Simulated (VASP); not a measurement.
Here is a VASP 6.6.1 calculation.

File POSCAR:

```
PbF2
1.0
    0.0000000000      2.9897520702      2.9897520702
    2.9897520702      0.0000000000      2.9897520702
    2.9897520702      2.9897520702      0.0000000000
Pb F
1 2
Direct
    0.0000000000      0.0000000000      0.0000000000
    0.2500000000      0.2500000000      0.2500000000
    0.7500000000      0.7500000000      0.7500000000
```

Contents of INCAR.step1:

```
PREC = Accurate ; ENCUT = 520
ISMEAR = 0 ; SIGMA = 0.01
LREAL = False ; LASPH = True
NELM = 80 ; NBANDS = 21
GGA = PE ; ALGO = Normal
EDIFF = 1E-4 ; LWAVE = True
LCHARG = False
```

INCAR.step2

```
PREC = Accurate ; ENCUT = 520
EDIFF = 1E-7 ; ISMEAR = 0
SIGMA = 0.01 ; LREAL = False
LASPH = True ; NELM = 80
ALGO = Normal ; ISIF = 2
LWAVE = False ; LCHARG = False
METAGGA = R2SCAN ; LMIXTAU = True
NBANDS = 21 ; ISTART = 1
```

File KPOINTS:

```
Automatic mesh
0
Gamma
  6 6 6
```

Potentials or basis: VASP PAW PBE potentials, release 64 (Pb_d, F).

Command:

```bash
$ cat potpaw_PBE.64/Pb_d/POTCAR potpaw_PBE.64/F/POTCAR > POTCAR
$ cp INCAR.step1 INCAR
$ mpirun -np 1 vasp_std > vasp.out
$ cp INCAR.step2 INCAR
$ mpirun -np 1 vasp_std > vasp.out
```

Q: Predict the pressure.

A: -2.2 GPa.

Q: Estimate the band gap on the k mesh.

A: 4.96 eV, indirect (least direct gap 5.08 eV).

Caveat: the PAW data sets were made with another functional, which shifts forces and pressure a little; spin-orbit coupling is left out, which moves the levels of the heavy elements. A k mesh can miss the band edges.
